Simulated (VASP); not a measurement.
# SiC (ae) (F-43m) in VASP: notebook

SiC (ae) is run at these levels: PBE; tasks: single point.

All numbers are computed with VASP 6.6.1; they aren't measurements. Logs are shortened: lines on timing, memory, paths and dates and some standing lists are left out, and cuts for length are marked.

**Experimental background.**

From “Insight into the structural, elastic and electronic properties of a new orthorhombic 6O-SiC polytype”, 2020, pmc:7200658, for a bulk crystal of SiC: band gap 2.4 eV (indirect).

How close the calculation comes is told below.

### 1 The cell of the first run

The structure is cubic, space group F-43m (No. 216). Conventional cell: a = 4.290 Å, b = 4.290 Å, c = 4.290 Å, α = 90.00°, β = 90.00°, γ = 90.00°. Within 2.5 Å of Si (site symmetry -43m) lie 4 C at 1.86 Å. Within 2.5 Å of C (site symmetry -43m) lie 4 Si at 1.86 Å.

### 2 Single point, PBE (volume scaled by 0.94)

File INCAR:

```
PREC     = Accurate       # precision mode
ENCUT    = 600            # plane-wave cutoff, eV
EDIFF    = 1E-6           # SCF threshold, eV
ISMEAR   = 0              # smearing method
SIGMA    = 0.02           # smearing width, eV
LREAL    = False          # projectors in reciprocal space
LASPH    = True           # aspherical terms in the spheres
NELM     = 120            # most SCF steps
ALGO     = Normal         # electronic algorithm
ISIF     = 2              # what is computed and relaxed
LWAVE    = False          # write WAVECAR
LCHARG   = False          # write CHGCAR
GGA      = PE             # functional
NBANDS   = 11             # bands
GGA_COMPAT= False
```

File KPOINTS:

```
Automatic mesh
0
Gamma
  10 10 10
```

File POSCAR:

```
SiC
1.0
    0.0000000000      2.1451361322      2.1451361322
    2.1451361322      0.0000000000      2.1451361322
    2.1451361322      2.1451361322      0.0000000000
Si C
1 1
Direct
    0.0000000000      0.0000000000      0.0000000000
    0.2500000000      0.2500000000      0.2500000000
```

Potentials or basis: VASP PAW PBE potentials, release 64 (Si, C).

The run is started by

```sh
cat potpaw_PBE.64/Si/POTCAR potpaw_PBE.64/C/POTCAR > POTCAR
mpirun -np 1 vasp_std > vasp.out
```

OUTCAR:

```text
PREC = Accurate
   ENCUT = 600
   EDIFF = 1E-6
   ISMEAR = 0
   LREAL = False
   LASPH = True
   NELM = 120
   ISIF = 2
   GGA = PE

 ion  position               nearest neighbor table
   1  0.000  0.000  0.000-   2 1.86   2 1.86   2 1.86   2 1.86
   2  0.250  0.250  0.250-   1 1.86   1 1.86   1 1.86   1 1.86

  LATTYP: Found a face centered cubic cell.
 ALAT       =     4.2902722644

  Lattice vectors:

 A1 = (   0.0000000000,   2.1451361322,   2.1451361322)
 A2 = (   2.1451361322,   0.0000000000,   2.1451361322)
 A3 = (   2.1451361322,   2.1451361322,   0.0000000000)

Analysis of symmetry for initial positions (statically):
=====================================================================
 Subroutine PRICEL returns:
 Original cell was already a primitive cell.

 Routine SETGRP: Setting up the symmetry group for a
 face centered cubic supercell.

 Subroutine GETGRP returns: Found 24 space group operations
 (whereof 24 operations were pure point group operations)
 out of a pool of 48 trial point group operations.

The static configuration has the point symmetry T_d .

Analysis of symmetry for dynamics (positions and initial velocities):
=====================================================================
 Subroutine PRICEL returns:
 Original cell was already a primitive cell.

 Routine SETGRP: Setting up the symmetry group for a
 face centered cubic supercell.

 Subroutine GETGRP returns: Found 24 space group operations
 (whereof 24 operations were pure point group operations)
 out of a pool of 48 trial point group operations.

The dynamic configuration has the point symmetry T_d .

 Subroutine INISYM returns: Found 24 space group operations
 (whereof 24 operations are pure point group operations),
 and found     1 'primitive' translations

----------------------------------------------------------------------------------------

                                     Primitive cell

  volume of cell :      19.7422

  direct lattice vectors                    reciprocal lattice vectors
     0.000000000  2.145136132  2.145136132    -0.233085440  0.233085440  0.233085440
     2.145136132  0.000000000  2.145136132     0.233085440 -0.233085440  0.233085440
     2.145136132  2.145136132  0.000000000     0.233085440  0.233085440 -0.233085440

  length of vectors
     3.033680611  3.033680611  3.033680611     0.403715825  0.403715825  0.403715825

  position of ions in fractional coordinates (direct lattice)
     0.000000000  0.000000000  0.000000000
     0.250000000  0.250000000  0.250000000

  ion indices of the primitive-cell ions
   primitive index   ion index
                 1           1
                 2           2

----------------------------------------------------------------------------------------

 KPOINTS: Automatic mesh

Automatic generation of k-mesh.
 Grid dimensions read from file:
 generate k-points for:   10   10   10

 Generating k-lattice:

  Cartesian coordinates                     Fractional coordinates (reciprocal lattice)
    -0.023308544  0.023308544  0.023308544     0.100000000  0.000000000  0.000000000
     0.023308544 -0.023308544  0.023308544     0.000000000  0.100000000  0.000000000
     0.023308544  0.023308544 -0.023308544     0.000000000  0.000000000  0.100000000

  Length of vectors
     0.040371583  0.040371583  0.040371583

  Shift w.r.t. Gamma in fractional coordinates (k-lattice)
     0.000000000  0.000000000  0.000000000

 Subroutine IBZKPT returns following result:
 ===========================================

 Found     47 irreducible k-points:

 Following reciprocal coordinates:
            Coordinates               Weight
  0.000000  0.000000  0.000000      1.000000
  0.100000  0.000000  0.000000      8.000000
  0.200000  0.000000  0.000000      8.000000
  0.300000  0.000000  0.000000      8.000000
  0.400000  0.000000  0.000000      8.000000
  0.500000  0.000000  0.000000      4.000000
[... 16 lines left out ...]
  0.300000  0.300000  0.000000      6.000000
  0.400000  0.300000  0.000000     24.000000
 [... further k-points ...]
   k-points           NKPTS =     47   k-points in BZ     NKDIM =     47   number of bands    NBANDS=     11
   number of dos      NEDOS =    301   number of ions     NIONS =      2
   total plane-waves  NPLWV =  13824
   dimension x,y,z NGX =    24 NGY =   24 NGZ =   24
   dimension x,y,z NGXF=    48 NGYF=   48 NGZF=   48
   ions per type =               1   1
   NGX,Y,Z   is equivalent  to a cutoff of  13.15, 13.15, 13.15 a.u.
   NGXF,Y,Z  is equivalent  to a cutoff of  26.30, 26.30, 26.30 a.u.
 SYSTEM =  unknown system
   PREC   = accura    normal or accurate (medium, high low for compatibility)
   ISTART =      0    job   : 0-new  1-cont  2-samecut
   ICHARG =      2    charge: 1-file 2-atom 10-const
   ISPIN  =      1    spin polarized calculation?
   LNONCOLLINEAR =      F non collinear calculations
   LSORBIT =      F    spin-orbit coupling
   LASPH  =      T    aspherical Exc in radial PAW
   ENCUT  =  600.0 eV  44.10 Ry    6.64 a.u.   6.06  6.06  6.06*2*pi/ulx,y,z
   NELM   =    120;   NELMIN=  2; NELMDL= -5     # of ELM steps
   EDIFF  = 0.1E-05   stopping-criterion for ELM
   LREAL  =      F    real-space projection
   EDIFFG = 0.1E-04   stopping-criterion for IOM
   NSW    =      0    number of steps for IOM
   IBRION =     -1    ionic relax: 0-MD 1-quasi-New 2-CG
   NFREE  =      0    steps in history (QN), initial steepest desc. (CG)
   ISIF   =      2    stress and relaxation
   ISYM   =      2    0-nonsym 1-usesym 2-fastsym
   POTIM  = 0.5000    time-step for ionic-motion
   TEBEG  =    0.0;   TEEND  =   0.0 temperature during run
   PSTRESS=    0.0 pullay stress
   NELECT =       8.0000    total number of electrons
   NUPDOWN=      -1.0000    fix difference up-down
   EMIN   =  10.00;   EMAX   =-10.00  energy-range for DOS
   EFERMI =   0.00;   METHOD = LEGACY
   ISMEAR =     0;   SIGMA  =   0.02  broadening in eV -4-tet -1-fermi 0-gaus
   EFERMI_NEDOS =   21; number of points for ismear=-14 and -15
   IALGO  =     38    algorithm
   IMIX   =      4    mixing-type and parameters
     AMIX     =   0.40;   BMIX     =  1.00
     AMIX_MAG =   1.60;   BMIX_MAG =  1.00
  volume/ion in A,a.u.               =       9.87        66.61
  Fermi-wavevector in a.u.,A,eV,Ry     =   1.211453  2.289315 19.968166  1.467619
  Thomas-Fermi vector in A             =   2.346968
   LORBIT       =      0    0 simple, 1 ext, 2 COOP (PROOUT), +10 PAW based schemes
   GGA     = PE    functional components
   LHFCALC =     F    Hartree Fock is set to
   AEXX    =    0.0000 exact exchange contribution
   IVDW    =     0    specifies the selected vdW correction
   LEPSILON=     F    determine dielectric tensor
   LRPA    =     F    only Hartree local field effects (RPA)
 non-spin polarized calculation
 Gauss-broadening in eV      SIGMA  =   0.02
  energy-cutoff  :      600.00
  volume of cell :       19.74
 maximum number of plane-waves:       678
   NGX = 13   NGY = 13   NGZ = 13

 number of electron       7.9999999 magnetization

 Free energy of the ion-electron system (eV)
  ---------------------------------------------------
  ext. energy  EPLUGINS =         0.00000000
  ---------------------------------------------------
  free energy    TOTEN  =       -15.00696489 eV

  energy without entropy =      -15.00696489  energy(sigma->0) =      -15.00696489

 E-fermi :   8.7759     XC(G=0): -11.5627

 val. band max:        8.6421457751   @ k =   0.0000   0.0000   0.0000
 cond. band min:       9.9541927890   @ k =   0.5000   0.5000   0.0000
 fundamental gap:      1.3120470139
 Fermi energy:         8.7759294460

 k-point     1 :       0.0000    0.0000    0.0000
  band No.  band energies     occupation
      1      -7.1345      2.00000
      2       8.6421      2.00000
      3       8.6421      2.00000
      4       8.6421      2.00000
      5      15.4292      0.00000
      6      16.2850      0.00000
      7      16.2850      0.00000
      8      16.2850      0.00000
      9      23.4288      0.00000
     10      23.4288      0.00000
     11      25.8646      0.00000

 k-point     2 :       0.1000    0.0000    0.0000
  band No.  band energies     occupation
      1      -6.9318      2.00000
      2       7.6270      2.00000
      3       8.5075      2.00000
      4       8.5075      2.00000
      5      15.6120      0.00000
      6      16.5350      0.00000
      7      16.5350      0.00000
      8      16.6326      0.00000
      9      22.4422      0.00000
     10      22.4422      0.00000
     11      25.3353      0.00000

 k-point     3 :       0.2000    0.0000    0.0000
  band No.  band energies     occupation
      1      -6.3320      2.00000
      2       5.4636      2.00000
      3       8.1981      2.00000
      4       8.1981      2.00000
      5      15.2685      0.00000
      6      16.8824      0.00000
      7      16.8824      0.00000
      8      17.8729      0.00000
      9      21.7682      0.00000
     10      21.7682      0.00000
     11      24.4297      0.00000

 k-point     4 :       0.3000    0.0000    0.0000
  band No.  band energies     occupation
      1      -5.3700      2.00000
      2       3.0820      2.00000
      3       7.8791      2.00000
      4       7.8791      2.00000
      5      14.8601      0.00000
      6      16.6783      0.00000
      7      16.6783      0.00000
      8      18.7766      0.00000
      9      22.6711      0.00000
     10      22.6711      0.00000
     11      24.2461      0.00000
[... 239 lines left out ...]
 k-point    22 :      -0.2000    0.2000    0.0000
  band No.  band energies     occupation
      1      -5.0480      2.00000
      2       3.7674      2.00000
      3       5.3368      2.00000
      4       7.9962      2.00000
      5      15.4393      0.00000
      6      17.0519      0.00000
      7      17.3327      0.00000
      8      18.2146      0.00000
      9      20.3703      0.00000
     10      24.5531      0.00000
     11      28.3253      0.00000

 k-point    23 :       0.3000    0.3000    0.0000
  band No.  band energies     occupation
      1      -4.7738      2.00000
      2       4.2704      2.00000
      3       6.2140      2.00000
      4       6.2140      2.00000
      5      11.8858      0.00000
      6      14.4377      0.00000
      7      20.6467      0.00000
      8      20.6467      0.00000
      9      21.6231      0.00000
     10      26.1040      0.00000
     11      30.8816      0.00000

 k-point    24 :       0.4000    0.3000    0.0000
  band No.  band energies     occupation
      1      -3.8676      2.00000
      2       3.0081      2.00000
      3       5.3978      2.00000
      4       5.9448      2.00000
      5      11.5466      0.00000
      6      14.4652      0.00000
      7      20.7800      0.00000
      8      21.0267      0.00000
      9      22.9763      0.00000
     10      27.1621      0.00000
     11      30.6264      0.00000

 [... further k-points ...]
[... 5 lines left out ...]
  --------------------------------------------------------------------------------------
  -------------------------------------------------------------------------------------
  Total        1.8023618      1.8023618      1.8023618      0.0000000      0.0000000     -0.0000000
  in kB      146.2709198    146.2709198    146.2709198      0.0000000      0.0000000     -0.0000000
  external PRESSURE =     146.2709198 kB  Pullay stress =       0.0000000 kB

 VOLUME and BASIS-vectors are now :
 -----------------------------------------------------------------------------
  energy-cutoff  :      600.00
  volume of cell :       19.74
      direct lattice vectors                 reciprocal lattice vectors
     0.000000000  2.145136132  2.145136132    -0.233085440  0.233085440  0.233085440
     2.145136132  0.000000000  2.145136132     0.233085440 -0.233085440  0.233085440
     2.145136132  2.145136132  0.000000000     0.233085440  0.233085440 -0.233085440

 POSITION                                       TOTAL-FORCE (eV/Angst)
 -----------------------------------------------------------------------------------
      0.00000      0.00000      0.00000         0.000000      0.000000      0.000000
      1.07257      1.07257      1.07257        -0.000000     -0.000000     -0.000000
 -----------------------------------------------------------------------------------
    total drift:                                0.000000      0.000000      0.000000

  FREE ENERGIE OF THE ION-ELECTRON SYSTEM (eV)
  ---------------------------------------------------
  free  energy   TOTEN  =       -15.0069648933 eV

  energy  without entropy=      -15.0069648933  energy(sigma->0) =      -15.00696489
```

Wall time 6.5 s (1 thread of Intel Xeon Platinum 8259CL at 2.50GHz (Skylake/Cascade Lake), shared host); peak memory 0.14 GiB.

What came out:

| Quantity | Value |
| --- | --- |
| Free energy | -15.0070 eV |
| Pressure | 14.6 GPa |
| Band gap on the k mesh | 1.31 eV, indirect (least direct gap 4.59 eV) |

 A k mesh can miss the band edges.

### 3 Single point, PBE (volume scaled by 0.91)

File INCAR:

```
PREC = Accurate
ENCUT = 600
EDIFF = 1E-6
ISMEAR = 0
SIGMA = 0.02
LREAL = False
LASPH = True
NELM = 120
ALGO = Normal
ISIF = 2
LWAVE = False
LCHARG = False
GGA = PE
NBANDS = 11
GGA_COMPAT = False
```

KPOINTS is that of step 2.

File POSCAR:

```
SiC
1.0
    0.0000000000      2.1220683645      2.1220683645
    2.1220683645      0.0000000000      2.1220683645
    2.1220683645      2.1220683645      0.0000000000
Si C
1 1
Direct
    0.0000000000      0.0000000000      0.0000000000
    0.2500000000      0.2500000000      0.2500000000
```

Potentials or basis: VASP PAW PBE potentials, release 64 (Si, C).

The run is started by

```sh
cat potpaw_PBE.64/Si/POTCAR potpaw_PBE.64/C/POTCAR > POTCAR
mpirun -np 1 vasp_std > vasp.out
```

Run time: 6.4 s. Hardware: 1 thread of Intel Xeon Platinum 8259CL at 2.50GHz (Skylake/Cascade Lake), shared host; peak memory 0.14 GiB.

It converged, with:

| Item | Value |
| --- | --- |
| Free energy | -14.9311 eV |
| Pressure | 23.8 GPa |
| Band gap on the k mesh | 1.28 eV, indirect (least direct gap 4.62 eV) |

Levels at points of the mesh, in eV from the valence-band top:
| k point | band 1 | band 2 | band 3 | band 4 | band 5 | band 6 | band 7 | band 8 | band 9 |
| --- | --- | --- | --- | --- | --- | --- | --- | --- | --- |
| (0.00, 0.00, 0.00) | -16.04 | 0.00 | 0.00 | 0.00 | 7.17 | 7.88 | 7.88 | 7.88 | 14.98 |
| (0.50, 0.00, 0.00) | -12.17 | -8.98 | -1.07 | -1.07 | 6.17 | 7.56 | 7.56 | 10.50 | 17.20 |
| (0.50, 0.50, 0.00) | -10.64 | -8.06 | -3.34 | -3.34 | 1.28 | 4.61 | 14.98 | 14.98 | 15.89 |

 A k mesh can miss the band edges.

[end of part 1 of 2]
